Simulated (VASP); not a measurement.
# KSb5 (P6/mmm) in VASP: notebook

KSb5 is run at these levels: PBE; tasks: single point, relaxation of cell and atoms.

Program: VASP 6.6.1. These are calculated values, not measurements. Logs are shortened: lines on timing, memory, paths and dates and some standing lists are left out, and cuts for length are marked.

## 1. The cell of the first run

Symmetry: P6/mmm, No. 191, hexagonal system. The conventional cell has a = 5.183 Å, b = 5.183 Å, c = 8.461 Å, α = 90.00°, β = 90.00°, γ = 120.00°. Within 3.4 Å of K (site symmetry 6/mmm) lie 8 Sb at 2.59 to 2.60 Å. Within 3.4 Å of Sb (site symmetry mmm) lie 2 K at 2.59 Å and 4 Sb at 2.59 Å. Sb (site symmetry 6mm) has 1 K at 2.60 Å and 1 Sb at 3.26 Å within 3.4 Å.

The cell was built from a structure type or drawn by symmetry, and may not be a known phase.

## 2. Single point, PBE

File INCAR:

```
ALGO = Normal
EDIFF = 1E-7
ENCUT = 520
GGA = PE
ISIF = 2
ISMEAR = 0
LASPH = T
LCHARG = F
LREAL = F
LWAVE = F
NBANDS = 26
NELM = 100
PREC = Accurate
SIGMA = 0.1
```

File KPOINTS:

```
k-points
0
Gamma
  6 6 2
```

File POSCAR:

```
KSb5
1.0
    5.1831044200      0.0000000000      0.0000000000
   -2.5915522100      4.4887001000      0.0000000000
    0.0000000000      0.0000000000      8.4608026900
K Sb
1 5
Direct
    0.0000000000      0.0000000000      0.0000000000
    0.5000000000      0.0000000000      0.0000000000
    0.0000000000      0.5000000000      0.0000000000
    0.5000000000      0.5000000000      0.0000000000
    0.0000000000      0.0000000000      0.6925886300
    0.0000000000      0.0000000000      0.3074113700
```

Potentials or basis: VASP PAW PBE potentials, release 64 (K_sv, Sb).

Started as:

```bash
$ cat potpaw_PBE.64/K_sv/POTCAR potpaw_PBE.64/Sb/POTCAR > POTCAR
$ mpirun -np 1 vasp_std > vasp.out
```

OUTCAR:

```text
EDIFF = 1E-7
   ENCUT = 520
   GGA = PE
   ISIF = 2
   ISMEAR = 0
   LASPH = T
   LREAL = F
   NELM = 100
   PREC = Accurate

 ion  position               nearest neighbor table
   1  0.000  0.000  0.000-   2 2.59   2 2.59   4 2.59   3 2.59   3 2.59   4 2.59   6 2.60   5 2.60

   2  0.500  0.000  0.000-   1 2.59   1 2.59   4 2.59   4 2.59   3 2.59   3 2.59   6 3.67   5 3.67
                             6 3.67   5 3.67
   3  0.000  0.500  0.000-   4 2.59   4 2.59   1 2.59   1 2.59   2 2.59   2 2.59   5 3.67   6 3.67
                             6 3.67   5 3.67
   4  0.500  0.500  0.000-   3 2.59   3 2.59   1 2.59   2 2.59   2 2.59   1 2.59   6 3.67   5 3.67
                             5 3.67   6 3.67
   5  0.000  0.000  0.693-   1 2.60   6 3.26   2 3.67   2 3.67   3 3.67   3 3.67   4 3.67   4 3.67

   6  0.000  0.000  0.307-   1 2.60   5 3.26   2 3.67   2 3.67   3 3.67   3 3.67   4 3.67   4 3.67

  LATTYP: Found a hexagonal cell.
 ALAT       =     5.1831044200
 C/A-ratio  =     1.6323812921

  Lattice vectors:

 A1 = (   5.1831044200,   0.0000000000,   0.0000000000)
 A2 = (  -2.5915522100,   4.4887001000,   0.0000000000)
 A3 = (   0.0000000000,   0.0000000000,   8.4608026900)

Analysis of symmetry for initial positions (statically):
=====================================================================
 Subroutine PRICEL returns:
 Original cell was already a primitive cell.

 Routine SETGRP: Setting up the symmetry group for a
 hexagonal supercell.

 Subroutine GETGRP returns: Found 24 space group operations
 (whereof 24 operations were pure point group operations)
 out of a pool of 24 trial point group operations.

The static configuration has the point symmetry D_6h.

Analysis of symmetry for dynamics (positions and initial velocities):
=====================================================================
 Subroutine PRICEL returns:
 Original cell was already a primitive cell.

 Routine SETGRP: Setting up the symmetry group for a
 hexagonal supercell.

 Subroutine GETGRP returns: Found 24 space group operations
 (whereof 24 operations were pure point group operations)
 out of a pool of 24 trial point group operations.

The dynamic configuration has the point symmetry D_6h.

 Subroutine INISYM returns: Found 24 space group operations
 (whereof 24 operations are pure point group operations),
 and found     1 'primitive' translations

[... 94 lines left out ...]
   NSW    =      0    number of steps for IOM
   IBRION =     -1    ionic relax: 0-MD 1-quasi-New 2-CG
   NFREE  =      0    steps in history (QN), initial steepest desc. (CG)
   ISIF   =      2    stress and relaxation
   ISYM   =      2    0-nonsym 1-usesym 2-fastsym
   POTIM  = 0.5000    time-step for ionic-motion
   TEBEG  =    0.0;   TEEND  =   0.0 temperature during run
   PSTRESS=    0.0 pullay stress
   NELECT =      34.0000    total number of electrons
   NUPDOWN=      -1.0000    fix difference up-down
   EMIN   =  10.00;   EMAX   =-10.00  energy-range for DOS
   EFERMI =   0.00;   METHOD = LEGACY
   ISMEAR =     0;   SIGMA  =   0.10  broadening in eV -4-tet -1-fermi 0-gaus
   EFERMI_NEDOS =   21; number of points for ismear=-14 and -15
   IALGO  =     38    algorithm
   IMIX   =      4    mixing-type and parameters
     AMIX     =   0.40;   BMIX     =  1.00
     AMIX_MAG =   1.60;   BMIX_MAG =  1.00
  volume/ion in A,a.u.               =      32.81       221.39
  Fermi-wavevector in a.u.,A,eV,Ry     =   0.911718  1.722897 11.309562  0.831229
  Thomas-Fermi vector in A             =   2.036030
   LORBIT       =      0    0 simple, 1 ext, 2 COOP (PROOUT), +10 PAW based schemes
   GGA     = PE    functional components
   LHFCALC =     F    Hartree Fock is set to
   AEXX    =    0.0000 exact exchange contribution
   IVDW    =     0    specifies the selected vdW correction
   LEPSILON=     F    determine dielectric tensor
   LRPA    =     F    only Hartree local field effects (RPA)
 non-spin polarized calculation
 Gauss-broadening in eV      SIGMA  =   0.10
  energy-cutoff  :      520.00
  volume of cell :      196.84
 maximum number of plane-waves:      5348
 NGX is ok and might be reduce to    40
   NGX = 19   NGY = 19   NGZ = 31

 number of electron      33.9999999 magnetization

 Free energy of the ion-electron system (eV)
  ---------------------------------------------------
  ext. energy  EPLUGINS =         0.00000000
  ---------------------------------------------------
  free energy    TOTEN  =        -7.37867616 eV

  energy without entropy =       -7.33434969  energy(sigma->0) =       -7.35651292

 E-fermi :   4.8846     XC(G=0):  -8.4226

 val. band max:        4.8485365589   @ k =   0.1667   0.0000   0.0000
 cond. band min:       4.9032048006   @ k =   0.1667   0.1667   0.5000
 fundamental gap:      0.0546682418
 Fermi energy:         4.8845969194

 k-point     1 :       0.0000    0.0000    0.0000
  band No.  band energies     occupation
      1     -26.0589      2.00000
      2     -10.7197      2.00000
      3     -10.7197      2.00000
      4     -10.2848      2.00000
      5      -9.5174      2.00000
      6      -4.1384      2.00000
[... 395 lines left out ...]
     25       8.8420      0.00000
     26       8.8420      0.00000

------------------------ aborting loop because EDIFF is reached ----------------------------------------

  FORCE on cell =-STRESS in cart. coord.  units (eV):
  Direction    XX          YY          ZZ          XY          YZ          ZX
  --------------------------------------------------------------------------------------
  -------------------------------------------------------------------------------------
  Total       47.6891865     47.6891865      7.5915569      0.0000000      0.0000000      0.0000000
  in kB      388.1578563    388.1578566     61.7901598      0.0000000      0.0000000      0.0000000
  external PRESSURE =     279.3686243 kB  Pullay stress =       0.0000000 kB

 VOLUME and BASIS-vectors are now :
 -----------------------------------------------------------------------------
  energy-cutoff  :      520.00
  volume of cell :      196.84
      direct lattice vectors                 reciprocal lattice vectors
     5.183104420  0.000000000  0.000000000     0.192934566  0.111390823  0.000000000
    -2.591552210  4.488700100  0.000000000     0.000000000  0.222781647  0.000000000
     0.000000000  0.000000000  8.460802690     0.000000000  0.000000000  0.118192096

 POSITION                                       TOTAL-FORCE (eV/Angst)
 -----------------------------------------------------------------------------------
      0.00000      0.00000      0.00000         0.000000      0.000000      0.000000
      2.59155      0.00000      0.00000         0.000000      0.000000      0.000000
     -1.29578      2.24435      0.00000         0.000000      0.000000      0.000000
      1.29578      2.24435      0.00000         0.000000      0.000000      0.000000
      0.00000      0.00000      5.85986         0.000000      0.000000     -4.148789
      0.00000      0.00000      2.60095        -0.000000     -0.000000      4.148789
 -----------------------------------------------------------------------------------
    total drift:                                0.000000     -0.000000     -0.000000

  FREE ENERGIE OF THE ION-ELECTRON SYSTEM (eV)
  ---------------------------------------------------
  free  energy   TOTEN  =        -7.3786761579 eV

  energy  without entropy=       -7.3343496895  energy(sigma->0) =       -7.35651292
```

OSZICAR:

```text
N       E                     dE             d eps       ncg     rms          rms(c)
DAV:   1     0.234278928127E+03    0.23428E+03   -0.12300E+04   728   0.107E+03
DAV:   2     0.934280100352E+01   -0.22494E+03   -0.21418E+03   884   0.224E+02
DAV:   3    -0.732927343994E+01   -0.16672E+02   -0.16281E+02   976   0.621E+01
DAV:   4    -0.834807321289E+01   -0.10188E+01   -0.10153E+01  1218   0.121E+01
DAV:   5    -0.835657944404E+01   -0.85062E-02   -0.85044E-02   998   0.120E+00    0.324E+01
DAV:   6    -0.747834408318E+01    0.87824E+00   -0.14211E+00   800   0.575E+00    0.167E+01
DAV:   7    -0.752757480059E+01   -0.49231E-01   -0.80343E-01   812   0.350E+00    0.417E+00
DAV:   8    -0.739476187582E+01    0.13281E+00   -0.20729E-01   794   0.240E+00    0.109E+00
DAV:   9    -0.737841256854E+01    0.16349E-01   -0.68783E-02   832   0.121E+00    0.296E-01
DAV:  10    -0.737839783227E+01    0.14736E-04   -0.69295E-03  1012   0.396E-01    0.131E-01
DAV:  11    -0.737856014031E+01   -0.16231E-03   -0.79780E-04   852   0.192E-01    0.949E-02
DAV:  12    -0.737867250464E+01   -0.11236E-03   -0.18671E-04   930   0.750E-02    0.256E-02
DAV:  13    -0.737865944733E+01    0.13057E-04   -0.11485E-04   828   0.364E-02    0.145E-02
DAV:  14    -0.737867652379E+01   -0.17076E-04   -0.58485E-05   824   0.275E-02    0.929E-03
DAV:  15    -0.737867550176E+01    0.10220E-05   -0.40728E-06   870   0.823E-03    0.378E-03
DAV:  16    -0.737867613610E+01   -0.63434E-06   -0.16373E-06   810   0.427E-03    0.160E-03
DAV:  17    -0.737867615787E+01   -0.21764E-07   -0.40136E-07   732   0.214E-03
   1 F= -.73786762E+01 E0= -.73565129E+01  d E =-.443265E-01
```

Run time: 50 s. Hardware: 1 thread of Intel Xeon 6975P-C (Granite Rapids), shared host; peak memory 0.33 GiB.

Results:

```
Free energy            : -7.3787 eV
Pressure               : 27.9 GPa
Largest force          : 4.149 eV/Å
Band gap on the k mesh : zero (bands 17 and 18 overlap by 0.76 eV)
```

Forces in eV/Å, atoms in the order of the input:
```
K    0.000  0.000  0.000
Sb   0.000  0.000  0.000
Sb   0.000  0.000  0.000
Sb   0.000  0.000  0.000
Sb   0.000  0.000 -4.149
Sb   0.000  0.000  4.149
```

Levels at points of the mesh, in eV from the Fermi level:
| k point | band 13 | band 14 | band 15 | band 16 | band 17 | band 18 | band 19 | band 20 | band 21 | band 22 |
| --- | --- | --- | --- | --- | --- | --- | --- | --- | --- | --- |
| (0.00, 0.00, 0.00) | -2.96 | -2.22 | -0.54 | -0.54 | 0.06 | 0.06 | 0.48 | 0.48 | 2.99 | 3.21 |
| (0.50, 0.00, 0.00) | -1.96 | -1.95 | -1.77 | -1.55 | -0.52 | 0.86 | 1.00 | 1.05 | 2.14 | 2.37 |
| (0.00, 0.00, 0.50) | -2.94 | -0.98 | -0.98 | -0.33 | 0.47 | 0.47 | 0.83 | 0.83 | 0.91 | 3.75 |
| (0.50, 0.00, 0.50) | -1.99 | -1.96 | -0.79 | -0.38 | -0.16 | 0.19 | 0.94 | 0.98 | 1.15 | 1.54 |

Caveat: the k points lie up to 0.37 Å⁻¹ apart, too coarse for converged energies and pressures of a metal; spin-orbit coupling is left out, which moves the levels of the heavy elements; forces of over 1 eV/Å act on the atoms, so gaps and moduli don't describe the material at rest.

## 3. Single point, PBE

This run uses another cell than the first one, of 58.75 Å³/atom.

File INCAR:

```
PREC = Accurate
ENCUT = 520
EDIFF = 1E-7
ISMEAR = 0
SIGMA = 0.1
LREAL = F
LASPH = T
NELM = 100
ALGO = Fast
ISIF = 2
LWAVE = F
LCHARG = F
GGA = PE
NBANDS = 26
```

File KPOINTS:

```
regular mesh
0
Gamma
  6 6 2
```

File POSCAR:

```
KSb5
1.0
    6.4754021204      0.0000000000      0.0000000000
   -3.2377010602      5.6078627360      0.0000000000
    0.0000000000      0.0000000000      9.7077611762
K Sb
1 5
Direct
    0.0000000000      0.0000000000      0.0000000000
    0.5000000000      0.0000000000      0.0000000000
    0.0000000000      0.5000000000      0.0000000000
    0.5000000000      0.5000000000      0.0000000000
    0.0000000000      0.0000000000      0.6289349592
    0.0000000000      0.0000000000      0.3710650408
```

Potentials or basis: VASP PAW PBE potentials, release 64 (K_sv, Sb).

Started as:

```bash
$ cat potpaw_PBE.64/K_sv/POTCAR potpaw_PBE.64/Sb/POTCAR > POTCAR
$ mpirun -np 1 vasp_std > vasp.out
```

Wall time 1.9 min (1 thread of Intel Xeon 6975P-C (Granite Rapids), shared host); peak memory 0.46 GiB.

Results (log left out):

```
Free energy            : -18.1807 eV
Pressure               : 0.0 GPa
Largest force          : 0.061 eV/Å
Band gap on the k mesh : zero (bands 17 and 18 overlap by 0.69 eV)
```

Forces on the atoms (eV/Å):
```
K    0.000  0.000  0.000
Sb   0.000  0.000  0.000
Sb   0.000  0.000  0.000
Sb   0.000  0.000  0.000
Sb   0.000  0.000  0.061
Sb   0.000  0.000 -0.061
```

Stress tensor (GPa, compression positive):
```
-0.05  0.00  0.00
 0.00 -0.05  0.00
 0.00  0.00  0.10
```

Levels at points of the mesh, in eV from the Fermi level:
| k point | band 13 | band 14 | band 15 | band 16 | band 17 | band 18 | band 19 | band 20 | band 21 | band 22 |
| --- | --- | --- | --- | --- | --- | --- | --- | --- | --- | --- |
| (0.00, 0.00, 0.00) | -2.04 | -1.92 | -1.16 | -1.16 | 0.65 | 0.65 | 0.89 | 0.89 | 3.23 | 3.32 |
| (0.50, 0.00, 0.00) | -1.46 | -1.30 | -0.60 | -0.42 | -0.11 | 0.08 | 0.14 | 0.16 | 1.11 | 1.36 |
| (0.00, 0.00, 0.50) | -2.07 | -1.25 | -1.25 | -1.24 | 0.64 | 0.64 | 1.08 | 1.08 | 2.71 | 3.32 |
| (0.50, 0.00, 0.50) | -1.34 | -0.92 | -0.43 | -0.42 | -0.18 | -0.03 | 0.15 | 0.55 | 0.72 | 1.08 |

Caveat: spin-orbit coupling is left out, which moves the levels of the heavy elements.

## 4. Relaxation of cell and atoms, PBE

File INCAR:

```
  PREC = Accurate
  ENCUT = 600
  EDIFF = 1E-6
  ISMEAR = 0
  SIGMA = 0.1
  LREAL = F
  LASPH = T
  NELM = 100
  ALGO = Normal
  ISIF = 3
  LWAVE = F
  LCHARG = F
  GGA = PE
  IBRION = 2
  NSW = 90
  EDIFFG = -0.04
```

KPOINTS is that of step 3.

File POSCAR:

```
KSb5
1.0
    5.1831044200      0.0000000000      0.0000000000
   -2.5915522100      4.4887001000      0.0000000000
    0.0000000000      0.0000000000      8.4608026900
K Sb
1 5
Direct
    0.0000000000      0.0000000000      0.0000000000
    0.5000000000      0.0000000000      0.0000000000
    0.0000000000      0.5000000000      0.0000000000
    0.5000000000      0.5000000000      0.0000000000
    0.0000000000      0.0000000000      0.6925886300
    0.0000000000      0.0000000000      0.3074113700
```

Started as:

```bash
$ cat potpaw_PBE.64/K_sv/POTCAR potpaw_PBE.64/Sb/POTCAR > POTCAR
$ mpirun -np 1 vasp_std > vasp.out
```

Wall time 12 min (1 thread of Intel Xeon 6975P-C (Granite Rapids), shared host); peak memory 0.39 GiB.

It converged, with:

| Property | Result |
| --- | --- |
| Free energy | -18.1760 eV |
| Relaxed volume | 58.63 Å³/atom |
| Relaxed cell | a = 6.469 Å, b = 6.469 Å, c = 9.705 Å, α = 90.00°, β = 90.00°, γ = 120.00° |
| Space group after relaxing (to 0.1 Å) | P6/mmm (No. 191) |
| Pressure after relaxing | 0.0 GPa |
| Largest force after relaxing | 0.024 eV/Å |
| Band gap on the k mesh | zero (bands 17 and 18 overlap by 0.69 eV) |

Forces on the atoms (eV/Å):
```
K    0.000  0.000  0.000
Sb   0.000  0.000  0.000
Sb   0.000  0.000  0.000
Sb   0.000  0.000  0.000
Sb   0.000  0.000 -0.024
Sb   0.000  0.000  0.024
```

Final structure:
```
K Sb
1.0
     6.46932    0.00000    0.00000
    -3.23466    5.60259    0.00000
     0.00000    0.00000    9.70534
K Sb
1 5
Direct
  0.00000 0.00000 0.00000
  0.50000 0.00000 0.00000
  0.00000 0.50000 0.00000
  0.50000 0.50000 0.00000
  0.00000 0.00000 0.62923
  0.00000 0.00000 0.37077
```

Levels at points of the mesh, in eV from the Fermi level:
```tsv
k point	band 14	band 15	band 16	band 17	band 18	band 19	band 20	band 21
(0.00, 0.00, 0.00)	-1.93	-1.15	-1.15	0.65	0.65	0.89	0.89	3.23
(0.50, 0.00, 0.00)	-1.29	-0.61	-0.43	-0.11	0.09	0.13	0.16	1.10
(0.00, 0.00, 0.50)	-1.24	-1.24	-1.24	0.64	0.64	1.07	1.07	2.70
(0.50, 0.00, 0.50)	-0.91	-0.43	-0.43	-0.18	-0.03	0.15	0.55	0.71
```

Caveat: the k points lie up to 0.32 Å⁻¹ apart in the final cell, too coarse for converged energies and pressures of a metal; the volume moved by over 15 % at a fixed basis, so the end points are rough; spin-orbit coupling is left out, which moves the levels of the heavy elements.

## 5. The runs side by side

```tsv
task	cell	cutoff (eV)	gap on the mesh (eV)	pressure (GPa)	largest force (eV/Å)
single point	a = 5.183, b = 5.183, c = 8.461 Å, angles 90.0, 90.0, 120.0°, 6 atoms, atomic positions A	520	none	27.9	4.15
single point	a = 6.475, b = 6.475, c = 9.708 Å, angles 90.0, 90.0, 120.0°, 6 atoms, atomic positions B	520	none	0.0	0.06
relaxation of cell and atoms	relaxed from a = 5.183, b = 5.183, c = 8.461 Å, angles 90.0, 90.0, 120.0°, 6 atoms, atomic positions A	600	none	0.0	0.02
```

Alike in all rows: level PBE; potentials or basis VASP PAW PBE potentials, release 64 (K_sv, Sb); no spin polarisation; k mesh 6 × 6 × 2; smearing gaussian 0.1 eV.

Caveats: some runs use coarse meshes; spin-orbit coupling is left out, which moves the levels of the heavy elements; forces of over 1 eV/Å act on the atoms, so gaps and moduli don't describe the material at rest (at least some runs); the volume moved by over 15 % at a fixed basis, so the end points are rough (at least some runs).

Total energies depend on the potentials used, so only differences within one code and one set of settings carry meaning.
